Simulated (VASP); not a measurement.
# AlP (F-43m) in VASP: notebook

AlP is run at these levels: PBE; tasks: single point.

Everything below comes from runs of VASP 6.6.1. Logs are shortened: lines on timing, memory, paths and dates and some standing lists are left out, and cuts for length are marked.

## 1. The cell of the first run

Symmetry: F-43m, No. 216, cubic system. The conventional cell has a = 5.389 Å, b = 5.389 Å, c = 5.389 Å, α = 90.00°, β = 90.00°, γ = 90.00°. Al (site symmetry -43m) has 4 P at 2.33 Å within 3.1 Å. Within 3.1 Å of P (site symmetry -43m) lie 4 Al at 2.33 Å.

## 2. Single point, PBE

The input, INCAR:

```
ALGO = Normal ; EDIFF = 1E-6
ENCUT = 500 ; GGA = PE
GGA_COMPAT = False ; ISIF = 2
ISMEAR = 0 ; LASPH = True
LCHARG = False ; LREAL = False
LWAVE = False ; NBANDS = 11
NELM = 120 ; PREC = Accurate
SIGMA = 0.01
```

The input, KPOINTS:

```
k-points
0
Gamma
  4 4 4
```

The input, POSCAR:

```
AlP
1.0
    0.0000000000      2.6945833124      2.6945833124
    2.6945833124      0.0000000000      2.6945833124
    2.6945833124      2.6945833124      0.0000000000
Al P
1 1
Direct
    0.0000000000      0.0000000000      0.0000000000
    0.2500000000      0.2500000000      0.2500000000
```

Potentials or basis: VASP PAW PBE potentials, release 64 (Al, P).

On the command line:

```
$ cat potpaw_PBE.64/Al/POTCAR potpaw_PBE.64/P/POTCAR > POTCAR
$ mpirun -np 1 vasp_std > vasp.out
```

OUTCAR:

```text
EDIFF = 1E-6
   ENCUT = 500
   GGA = PE
   ISIF = 2
   ISMEAR = 0
   LASPH = True
   LREAL = False
   NELM = 120
   PREC = Accurate

 ion  position               nearest neighbor table
   1  0.000  0.000  0.000-   2 2.33   2 2.33   2 2.33   2 2.33
   2  0.250  0.250  0.250-   1 2.33   1 2.33   1 2.33   1 2.33

  LATTYP: Found a face centered cubic cell.
 ALAT       =     5.3891666248

  Lattice vectors:

 A1 = (   0.0000000000,   2.6945833124,   2.6945833124)
 A2 = (   2.6945833124,   0.0000000000,   2.6945833124)
 A3 = (   2.6945833124,   2.6945833124,   0.0000000000)

Analysis of symmetry for initial positions (statically):
=====================================================================
 Subroutine PRICEL returns:
 Original cell was already a primitive cell.

 Routine SETGRP: Setting up the symmetry group for a
 face centered cubic supercell.

 Subroutine GETGRP returns: Found 24 space group operations
 (whereof 24 operations were pure point group operations)
 out of a pool of 48 trial point group operations.

The static configuration has the point symmetry T_d .

Analysis of symmetry for dynamics (positions and initial velocities):
=====================================================================
 Subroutine PRICEL returns:
 Original cell was already a primitive cell.

 Routine SETGRP: Setting up the symmetry group for a
 face centered cubic supercell.

 Subroutine GETGRP returns: Found 24 space group operations
 (whereof 24 operations were pure point group operations)
 out of a pool of 48 trial point group operations.

The dynamic configuration has the point symmetry T_d .

 Subroutine INISYM returns: Found 24 space group operations
 (whereof 24 operations are pure point group operations),
 and found     1 'primitive' translations

----------------------------------------------------------------------------------------

                                     Primitive cell

  volume of cell :      39.1295

  direct lattice vectors                    reciprocal lattice vectors
     0.000000000  2.694583312  2.694583312    -0.185557447  0.185557447  0.185557447
     2.694583312  0.000000000  2.694583312     0.185557447 -0.185557447  0.185557447
     2.694583312  2.694583312  0.000000000     0.185557447  0.185557447 -0.185557447

  length of vectors
     3.810716265  3.810716265  3.810716265     0.321394926  0.321394926  0.321394926

  position of ions in fractional coordinates (direct lattice)
[... 68 lines left out ...]
   ISIF   =      2    stress and relaxation
   ISYM   =      2    0-nonsym 1-usesym 2-fastsym
   POTIM  = 0.5000    time-step for ionic-motion
   TEBEG  =    0.0;   TEEND  =   0.0 temperature during run
   PSTRESS=    0.0 pullay stress
   NELECT =       8.0000    total number of electrons
   NUPDOWN=      -1.0000    fix difference up-down
   EMIN   =  10.00;   EMAX   =-10.00  energy-range for DOS
   EFERMI =   0.00;   METHOD = LEGACY
   ISMEAR =     0;   SIGMA  =   0.01  broadening in eV -4-tet -1-fermi 0-gaus
   EFERMI_NEDOS =   21; number of points for ismear=-14 and -15
   IALGO  =     38    algorithm
   IMIX   =      4    mixing-type and parameters
     AMIX     =   0.40;   BMIX     =  1.00
     AMIX_MAG =   1.60;   BMIX_MAG =  1.00
  volume/ion in A,a.u.               =      19.56       132.03
  Fermi-wavevector in a.u.,A,eV,Ry     =   0.964428  1.822505 12.655073  0.930122
  Thomas-Fermi vector in A             =   2.094059
   LORBIT       =      0    0 simple, 1 ext, 2 COOP (PROOUT), +10 PAW based schemes
   GGA     = PE    functional components
   LHFCALC =     F    Hartree Fock is set to
   AEXX    =    0.0000 exact exchange contribution
   IVDW    =     0    specifies the selected vdW correction
   LEPSILON=     F    determine dielectric tensor
   LRPA    =     F    only Hartree local field effects (RPA)
 non-spin polarized calculation
 Gauss-broadening in eV      SIGMA  =   0.01
  energy-cutoff  :      500.00
  volume of cell :       39.13
 maximum number of plane-waves:      1003
   NGX = 13   NGY = 13   NGZ = 13

 number of electron       7.9999999 magnetization

 Free energy of the ion-electron system (eV)
  ---------------------------------------------------
  ext. energy  EPLUGINS =         0.00000000
  ---------------------------------------------------
  free energy    TOTEN  =       -10.23005610 eV

  energy without entropy =      -10.23005610  energy(sigma->0) =      -10.23005610

 E-fermi :   5.0489     XC(G=0):  -9.3449

 val. band max:        4.9852568613   @ k =   0.0000   0.0000   0.0000
 cond. band min:       6.4588543082   @ k =   0.5000   0.5000   0.0000
 fundamental gap:      1.4735974469
 Fermi energy:         5.0488778900

 k-point     1 :       0.0000    0.0000    0.0000
  band No.  band energies     occupation
      1      -6.7553      2.00000
      2       4.9853      2.00000
      3       4.9853      2.00000
      4       4.9853      2.00000
      5       8.6242      0.00000
      6       9.5756      0.00000
      7       9.5756      0.00000
      8       9.5756      0.00000
      9      13.8412      0.00000
     10      13.8412      0.00000
     11      15.5352      0.00000
[... 85 lines left out ...]
 k-point     8 :      -0.2500    0.5000    0.2500
  band No.  band energies     occupation
      1      -4.2060      2.00000
      2      -0.0520      2.00000
      3       1.6530      2.00000
      4       2.0267      2.00000
      5       9.2991      0.00000
      6      11.1049      0.00000
      7      11.1366      0.00000
      8      11.4773      0.00000
      9      16.5735      0.00000
     10      17.1495      0.00000
     11      18.6079      0.00000

------------------------ aborting loop because EDIFF is reached ----------------------------------------

  FORCE on cell =-STRESS in cart. coord.  units (eV):
  Direction    XX          YY          ZZ          XY          YZ          ZX
  --------------------------------------------------------------------------------------
  -------------------------------------------------------------------------------------
  Total        1.5999217      1.5999217      1.5999217      0.0000000      0.0000000      0.0000000
  in kB       65.5095269     65.5095269     65.5095269      0.0000000      0.0000000      0.0000000
  external PRESSURE =      65.5095269 kB  Pullay stress =       0.0000000 kB

 VOLUME and BASIS-vectors are now :
 -----------------------------------------------------------------------------
  energy-cutoff  :      500.00
  volume of cell :       39.13
      direct lattice vectors                 reciprocal lattice vectors
     0.000000000  2.694583312  2.694583312    -0.185557447  0.185557447  0.185557447
     2.694583312  0.000000000  2.694583312     0.185557447 -0.185557447  0.185557447
     2.694583312  2.694583312  0.000000000     0.185557447  0.185557447 -0.185557447

 POSITION                                       TOTAL-FORCE (eV/Angst)
 -----------------------------------------------------------------------------------
      0.00000      0.00000      0.00000        -0.000000     -0.000000      0.000000
      1.34729      1.34729      1.34729         0.000000      0.000000     -0.000000
 -----------------------------------------------------------------------------------
    total drift:                                0.000000      0.000000      0.000000

  FREE ENERGIE OF THE ION-ELECTRON SYSTEM (eV)
  ---------------------------------------------------
  free  energy   TOTEN  =       -10.2300561017 eV

  energy  without entropy=      -10.2300561017  energy(sigma->0) =      -10.23005610
```

Wall time 7.1 s (1 thread of Intel Xeon Platinum 8259CL at 2.50GHz (Skylake/Cascade Lake), shared host); peak memory 0.14 GiB.

What came out:

- Free energy: -10.2301 eV
- Pressure: 6.6 GPa
- Band gap on the k mesh: 1.47 eV, indirect (least direct gap 3.64 eV)

Levels at points of the mesh, in eV from the valence-band top:
| k point | band 1 | band 2 | band 3 | band 4 | band 5 | band 6 | band 7 | band 8 |
| --- | --- | --- | --- | --- | --- | --- | --- | --- |
| (0.00, 0.00, 0.00) | -11.74 | 0.00 | 0.00 | 0.00 | 3.64 | 4.59 | 4.59 | 4.59 |
| (0.50, 0.00, 0.00) | -9.96 | -5.72 | -0.79 | -0.79 | 2.95 | 4.80 | 4.80 | 8.36 |
| (0.50, 0.50, 0.00) | -9.25 | -5.46 | -2.19 | -2.19 | 1.47 | 2.43 | 11.40 | 11.40 |

Caveat: the k points lie up to 0.50 Å⁻¹ apart. A k mesh can miss the band edges.

## 3. Single point, PBE

This run uses another cell than the first one, of 22.01 Å³/atom, 1.125 times its volume.

INCAR is that of step 2.

KPOINTS is that of step 2.

The input, POSCAR:

```
AlP
1.0
    0.0000000000      2.8024795790      2.8024795790
    2.8024795790      0.0000000000      2.8024795790
    2.8024795790      2.8024795790      0.0000000000
Al P
1 1
Direct
    0.0000000000      0.0000000000      0.0000000000
    0.2500000000      0.2500000000      0.2500000000
```

Potentials or basis: VASP PAW PBE potentials, release 64 (Al, P).

On the command line:

```
$ cat potpaw_PBE.64/Al/POTCAR potpaw_PBE.64/P/POTCAR > POTCAR
$ mpirun -np 1 vasp_std > vasp.out
```

Run time: 11 s. Hardware: 1 thread of Intel Xeon Platinum 8259CL at 2.50GHz (Skylake/Cascade Lake), shared host; peak memory 0.15 GiB.

The run converged. Its results:

```
Free energy            : -10.2587 eV
Pressure               : -3.7 GPa
Band gap on the k mesh : 1.70 eV, indirect (least direct gap 2.64 eV)
```

Levels at points of the mesh, in eV from the valence-band top:
| k point | band 1 | band 2 | band 3 | band 4 | band 5 | band 6 | band 7 | band 8 | band 9 |
| --- | --- | --- | --- | --- | --- | --- | --- | --- | --- |
| (0.00, 0.00, 0.00) | -11.08 | 0.00 | 0.00 | 0.00 | 2.64 | 4.42 | 4.42 | 4.42 | 8.72 |
| (0.50, 0.00, 0.00) | -9.58 | -5.21 | -0.72 | -0.72 | 2.50 | 4.76 | 4.76 | 8.03 | 11.19 |
| (0.50, 0.50, 0.00) | -8.99 | -5.07 | -1.95 | -1.95 | 1.70 | 2.46 | 10.39 | 10.39 | 11.22 |

Caveat: the k points lie up to 0.49 Å⁻¹ apart.

## 4. Single point, PBE

The input, INCAR:

```
SYSTEM = AlP
  PREC = Accurate
  ENCUT = 500
  EDIFF = 1E-6
  ISMEAR = 0
  SIGMA = 0.01
  LREAL = .False.
  LASPH = .True.
  NELM = 120
  ALGO = Normal
  ISIF = 2
  LWAVE = .False.
  LCHARG = .False.
  GGA = PE
  NBANDS = 11
  GGA_COMPAT = .False.
```

The input, KPOINTS:

```
Automatic mesh
0
Gamma
  4 4 4
  0 0 0
```

The input, POSCAR:

```
AlP
1.0
    0.0000000000      2.6945833124      2.6945833124
    2.6945833124      0.0000000000      2.6945833124
    2.6945833124      2.6945833124      0.0000000000
Al P
1 1
Direct
    0.0000000000      0.0000000000      0.0000000000
    0.2500000000      0.2500000000      0.2500000000
```

On the command line:

```
$ cat potpaw_PBE.64/Al/POTCAR potpaw_PBE.64/P/POTCAR > POTCAR
$ mpirun -np 1 vasp_std > vasp.out
```

It took 9.6 s on 1 thread of Intel Xeon Platinum 8259CL at 2.50GHz (Skylake/Cascade Lake), shared host; peak memory 0.14 GiB.

The run converged. Its results:

| Quantity | Value |
| --- | --- |
| Free energy | -10.2301 eV |
| Pressure | 6.6 GPa |
| Band gap on the k mesh | 1.47 eV, indirect (least direct gap 3.64 eV) |

Levels at points of the mesh, in eV from the valence-band top:
| k point | band 1 | band 2 | band 3 | band 4 | band 5 | band 6 | band 7 | band 8 | band 9 |
| --- | --- | --- | --- | --- | --- | --- | --- | --- | --- |
| (0.00, 0.00, 0.00) | -11.74 | 0.00 | 0.00 | 0.00 | 3.64 | 4.59 | 4.59 | 4.59 | 8.86 |
| (0.50, 0.00, 0.00) | -9.96 | -5.72 | -0.79 | -0.79 | 2.95 | 4.80 | 4.80 | 8.36 | 11.64 |
| (0.50, 0.50, 0.00) | -9.25 | -5.46 | -2.19 | -2.19 | 1.47 | 2.43 | 11.40 | 11.40 | 12.24 |

Caveat: the k points lie up to 0.50 Å⁻¹ apart.

## 5. Single point, PBE

This run uses another cell than the first one, of 20.38 Å³/atom, 1.042 times its volume.

The input, INCAR:

```
SYSTEM = AlP
  ALGO = Normal
  EDIFF = 1E-6
  ENCUT = 500
  GGA = PE
  GGA_COMPAT = .False.
  ISIF = 2
  ISMEAR = 0
  LASPH = .True.
  LCHARG = .False.
  LREAL = .False.
  LWAVE = .False.
  NBANDS = 11
  NELM = 120
  PREC = Accurate
  SIGMA = 0.01
```

The input, KPOINTS:

```
k-points
0
Gamma
  6 6 6
  0 0 0
```

The input, POSCAR:

```
AlP
1.0
    0.0000000000      2.7315000000      2.7315000000
    2.7315000000      0.0000000000      2.7315000000
    2.7315000000      2.7315000000      0.0000000000
Al P
1 1
Direct
    0.0000000000      0.0000000000      0.0000000000
    0.2500000000      0.2500000000      0.2500000000
```

On the command line:

```
$ cat potpaw_PBE.64/Al/POTCAR potpaw_PBE.64/P/POTCAR > POTCAR
$ mpirun -np 1 vasp_std > vasp.out
```

It took 12 s on 1 thread of Intel Xeon Platinum 8259CL at 2.50GHz (Skylake/Cascade Lake), shared host; peak memory 0.14 GiB.

The run converged. Its results:

```
Free energy            : -10.3631 eV
Pressure               : 2.1 GPa
Band gap on the k mesh : 1.58 eV, indirect (least direct gap 3.29 eV)
```

Levels at points of the mesh, in eV from the valence-band top:
```csv
k point,band 2,band 3,band 4,band 5,band 6,band 7
"(0.00, 0.00, 0.00)",0.00,0.00,0.00,3.29,4.56,4.56
"(0.50, 0.00, 0.00)",-5.52,-0.76,-0.76,2.81,4.82,4.82
"(0.50, 0.50, 0.00)",-5.30,-2.10,-2.10,1.58,2.47,11.06
```

A k mesh can miss the band edges. PBE gaps usually lie below the measured ones, often by a third to a half.

## 6. Overview

```tsv
cell	k mesh	gap on the mesh (eV)	pressure (GPa)
a = 3.811 Å, angles 60.0°, 2 atoms	4 × 4 × 4	1.47	6.6
a = 3.963 Å, angles 60.0°, 2 atoms	4 × 4 × 4	1.70	-3.7
a = 3.863 Å, angles 60.0°, 2 atoms	6 × 6 × 6	1.58	2.1
```

Alike in all rows: task single point; level PBE; potentials or basis VASP PAW PBE potentials, release 64 (Al, P); no spin polarisation; cutoff (eV) 500; smearing gaussian 0.01 eV.

Caveats: some runs use coarse meshes.

Total energies depend on the potentials used, so only differences within one code and one set of settings carry meaning.
